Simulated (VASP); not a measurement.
# TaAl5 (P4/mmm) in VASP: further runs

TaAl5 is run at these levels: PBE; tasks: single point, relaxation of cell and atoms.

Program: VASP 6.6.1. These are calculated values, not measurements. Logs are shortened: lines on timing, memory, paths and dates and some standing lists are left out, and cuts for length are marked.

### Step 1. The cell of the first run

Symmetry: P4/mmm, No. 123, tetragonal system. The conventional cell has a = 4.549 Å, b = 4.549 Å, c = 5.251 Å, α = 90.00°, β = 90.00°, γ = 90.00°. Within 2.6 Å of Ta (site symmetry 4/mmm) lie 4 Al at 1.92 Å. Within 2.4 Å of Al (site symmetry m2m) lie 2 Al at 1.83 Å and 1 Ta at 1.92 Å. Al (site symmetry 4/mmm) has 2 Ta at 2.63 Å and 8 Al at 3.25 Å within 3.5 Å.

### Step 2. Single point, PBE

The input, INCAR:

```
ALGO     = Normal         # electronic algorithm
EDIFF    = 1E-6           # SCF threshold, eV
ENCUT    = 520            # plane-wave cutoff, eV
GGA      = PE             # functional
ISIF     = 2              # what is computed and relaxed
ISMEAR   = 0              # smearing method
LASPH    = T              # aspherical terms in the spheres
LCHARG   = F              # write CHGCAR
LREAL    = F              # projectors in reciprocal space
LWAVE    = F              # write WAVECAR
NBANDS   = 22             # bands
NELM     = 80             # most SCF steps
PREC     = Accurate       # precision mode
SIGMA    = 0.1            # smearing width, eV
```

The input, KPOINTS:

```
k-points
0
Gamma
  4 4 4
```

The input, POSCAR:

```
TaAl5
1.0
    4.5485397800      0.0000000000      0.0000000000
    0.0000000000      4.5485397800      0.0000000000
    0.0000000000      0.0000000000      5.2514212700
Ta Al
1 5
Direct
    0.0000000000      0.0000000000      0.5000000000
    0.7009663800      0.7009663800      0.5000000000
    0.2990336200      0.2990336200      0.5000000000
    0.2990336200      0.7009663800      0.5000000000
    0.7009663800      0.2990336200      0.5000000000
    0.0000000000      0.0000000000      0.0000000000
```

Potentials or basis: VASP PAW PBE potentials, release 64 (Ta_pv, Al).

Launch:

```console
cat potpaw_PBE.64/Ta_pv/POTCAR potpaw_PBE.64/Al/POTCAR > POTCAR
mpirun -np 1 vasp_std > vasp.out
```

OUTCAR:

```text
EDIFF = 1E-6
   ENCUT = 520
   GGA = PE
   ISIF = 2
   ISMEAR = 0
   LASPH = T
   LREAL = F
   NELM = 80
   PREC = Accurate

 ion  position               nearest neighbor table
   1  0.000  0.000  0.500-   2 1.92   3 1.92   4 1.92   5 1.92   6 2.63   6 2.63   2 3.47   4 3.47
                             2 3.47   5 3.47   3 3.47   5 3.47   3 3.47   4 3.47
   2  0.701  0.701  0.500-   4 1.83   5 1.83   1 1.92   3 2.59   4 2.72   5 2.72   6 3.25   6 3.25
                             3 3.28   3 3.28   1 3.47   1 3.47
   3  0.299  0.299  0.500-   4 1.83   5 1.83   1 1.92   2 2.59   4 2.72   5 2.72   6 3.25   6 3.25
                             2 3.28   2 3.28   1 3.47   1 3.47
   4  0.299  0.701  0.500-   2 1.83   3 1.83   1 1.92   5 2.59   3 2.72   2 2.72   6 3.25   6 3.25
                             5 3.28   5 3.28   1 3.47   1 3.47
   5  0.701  0.299  0.500-   2 1.83   3 1.83   1 1.92   4 2.59   3 2.72   2 2.72   6 3.25   6 3.25
                             4 3.28   4 3.28   1 3.47   1 3.47
   6  0.000  0.000  0.000-   1 2.63   1 2.63   3 3.25   4 3.25   5 3.25   2 3.25   2 3.25   3 3.25
                             4 3.25   5 3.25

  LATTYP: Found a simple tetragonal cell.
 ALAT       =     4.5485397800
 C/A-ratio  =     1.1545290410

  Lattice vectors:

 A1 = (   4.5485397800,   0.0000000000,   0.0000000000)
 A2 = (   0.0000000000,   4.5485397800,   0.0000000000)
 A3 = (   0.0000000000,   0.0000000000,   5.2514212700)

Analysis of symmetry for initial positions (statically):
=====================================================================
 Subroutine PRICEL returns:
 Original cell was already a primitive cell.

 Routine SETGRP: Setting up the symmetry group for a
 simple tetragonal supercell.

 Subroutine GETGRP returns: Found 16 space group operations
 (whereof 16 operations were pure point group operations)
 out of a pool of 16 trial point group operations.

The static configuration has the point symmetry D_4h.

Analysis of symmetry for dynamics (positions and initial velocities):
=====================================================================
 Subroutine PRICEL returns:
 Original cell was already a primitive cell.

 Routine SETGRP: Setting up the symmetry group for a
 simple tetragonal supercell.

 Subroutine GETGRP returns: Found 16 space group operations
 (whereof 16 operations were pure point group operations)
 out of a pool of 16 trial point group operations.

The dynamic configuration has the point symmetry D_4h.

 Subroutine INISYM returns: Found 16 space group operations
 (whereof 16 operations are pure point group operations),
 and found     1 'primitive' translations
[... 101 lines left out ...]
   NFREE  =      0    steps in history (QN), initial steepest desc. (CG)
   ISIF   =      2    stress and relaxation
   ISYM   =      2    0-nonsym 1-usesym 2-fastsym
   POTIM  = 0.5000    time-step for ionic-motion
   TEBEG  =    0.0;   TEEND  =   0.0 temperature during run
   PSTRESS=    0.0 pullay stress
   NELECT =      26.0000    total number of electrons
   NUPDOWN=      -1.0000    fix difference up-down
   EMIN   =  10.00;   EMAX   =-10.00  energy-range for DOS
   EFERMI =   0.00;   METHOD = LEGACY
   ISMEAR =     0;   SIGMA  =   0.10  broadening in eV -4-tet -1-fermi 0-gaus
   EFERMI_NEDOS =   21; number of points for ismear=-14 and -15
   IALGO  =     38    algorithm
   IMIX   =      4    mixing-type and parameters
     AMIX     =   0.40;   BMIX     =  1.00
     AMIX_MAG =   1.60;   BMIX_MAG =  1.00
  volume/ion in A,a.u.               =      18.11       122.20
  Fermi-wavevector in a.u.,A,eV,Ry     =   1.016387  1.920692 14.055390  1.033042
  Thomas-Fermi vector in A             =   2.149727
   LORBIT       =      0    0 simple, 1 ext, 2 COOP (PROOUT), +10 PAW based schemes
   GGA     = PE    functional components
   LHFCALC =     F    Hartree Fock is set to
   AEXX    =    0.0000 exact exchange contribution
   IVDW    =     0    specifies the selected vdW correction
   LEPSILON=     F    determine dielectric tensor
   LRPA    =     F    only Hartree local field effects (RPA)
 non-spin polarized calculation
 Gauss-broadening in eV      SIGMA  =   0.10
  energy-cutoff  :      520.00
  volume of cell :      108.65
 maximum number of plane-waves:      2952
 NGX is ok and might be reduce to    36
   NGX = 17   NGY = 17   NGZ = 19

 number of electron      25.9999997 magnetization

 Free energy of the ion-electron system (eV)
  ---------------------------------------------------
  ext. energy  EPLUGINS =         0.00000000
  ---------------------------------------------------
  free energy    TOTEN  =         2.72227226 eV

  energy without entropy =        2.73573295  energy(sigma->0) =        2.72900261

 E-fermi :   5.4024     XC(G=0):  -9.4744

 val. band max:        5.3629603400   @ k =   0.5000   0.2500   0.0000
 cond. band min:       5.5411771444   @ k =   0.2500   0.2500   0.5000
 fundamental gap:      0.1782168044
 Fermi energy:         5.4024004429

 k-point     1 :       0.0000    0.0000    0.0000
  band No.  band energies     occupation
      1     -27.6581      2.00000
      2     -27.6581      2.00000
      3     -26.5643      2.00000
      4      -5.2308      2.00000
      5       0.0779      2.00000
      6       0.2728      2.00000
[... 439 lines left out ...]
     21      11.7053      0.00000
     22      11.7054      0.00000

------------------------ aborting loop because EDIFF is reached ----------------------------------------

  FORCE on cell =-STRESS in cart. coord.  units (eV):
  Direction    XX          YY          ZZ          XY          YZ          ZX
  --------------------------------------------------------------------------------------
  -------------------------------------------------------------------------------------
  Total      102.0768173    102.0768173     -3.3971578      0.0000000     -0.0000000      0.0000000
  in kB     1505.2784687   1505.2784687    -50.0962771      0.0000000     -0.0000000      0.0000000
  external PRESSURE =     986.8202201 kB  Pullay stress =       0.0000000 kB

 VOLUME and BASIS-vectors are now :
 -----------------------------------------------------------------------------
  energy-cutoff  :      520.00
  volume of cell :      108.65
      direct lattice vectors                 reciprocal lattice vectors
     4.548539780  0.000000000  0.000000000     0.219850776  0.000000000  0.000000000
     0.000000000  4.548539780  0.000000000     0.000000000  0.219850776  0.000000000
     0.000000000  0.000000000  5.251421270     0.000000000  0.000000000  0.190424639

 POSITION                                       TOTAL-FORCE (eV/Angst)
 -----------------------------------------------------------------------------------
      0.00000      0.00000      2.62571         0.000000      0.000000      0.000000
      3.18837      3.18837      2.62571         4.057871      4.057871     -0.000000
      1.36017      1.36017      2.62571        -4.057871     -4.057871      0.000000
      1.36017      3.18837      2.62571        -4.057871      4.057871     -0.000000
      3.18837      1.36017      2.62571         4.057871     -4.057871      0.000000
      0.00000      0.00000      0.00000         0.000000      0.000000      0.000000
 -----------------------------------------------------------------------------------
    total drift:                               -0.000000      0.000000      0.000000

  FREE ENERGIE OF THE ION-ELECTRON SYSTEM (eV)
  ---------------------------------------------------
  free  energy   TOTEN  =         2.7222722632 eV

  energy  without entropy=        2.7357329472  energy(sigma->0) =        2.72900261
```

Run time: 30 s. Hardware: 1 thread of AMD EPYC 9R45 (Zen 5), shared host; peak memory 0.19 GiB.

What came out:

| Item | Value |
| --- | --- |
| Free energy | 2.7223 eV |
| Pressure | 98.7 GPa |
| Largest force | 5.739 eV/Å |
| Band gap on the k mesh | zero (band 13 reaches 6.38 eV, above the bottom of band 14 at 4.86 eV) |

Forces on the atoms (eV/Å):
```
Ta   0.000  0.000  0.000
Al   4.058  4.058  0.000
Al  -4.058 -4.058  0.000
Al  -4.058  4.058  0.000
Al   4.058 -4.058  0.000
Al   0.000  0.000  0.000
```

Levels at points of the mesh, in eV from the Fermi level:
| k point | band 11 | band 12 | band 13 | band 14 | band 15 | band 16 |
| --- | --- | --- | --- | --- | --- | --- |
| (0.00, 0.00, 0.00) | -1.70 | -0.81 | -0.81 | 2.41 | 2.65 | 2.65 |
| (0.50, 0.00, 0.00) | -0.90 | -0.55 | 0.61 | 1.13 | 1.16 | 1.45 |
| (0.50, 0.50, 0.00) | -1.35 | -1.28 | -1.11 | 0.74 | 1.52 | 1.52 |
| (0.00, 0.00, 0.50) | -1.41 | -1.41 | -1.12 | -0.54 | 3.07 | 4.03 |
| (0.50, 0.00, 0.50) | -1.08 | -0.78 | 0.84 | 1.50 | 2.41 | 2.49 |
| (0.50, 0.50, 0.50) | -1.97 | -1.27 | -1.09 | -0.54 | 3.56 | 3.56 |

Caveat: spin-orbit coupling is left out, which moves the levels of the heavy elements; forces of over 1 eV/Å act on the atoms, so gaps and moduli don't describe the material at rest.

(Continued in part 2 of 3.)
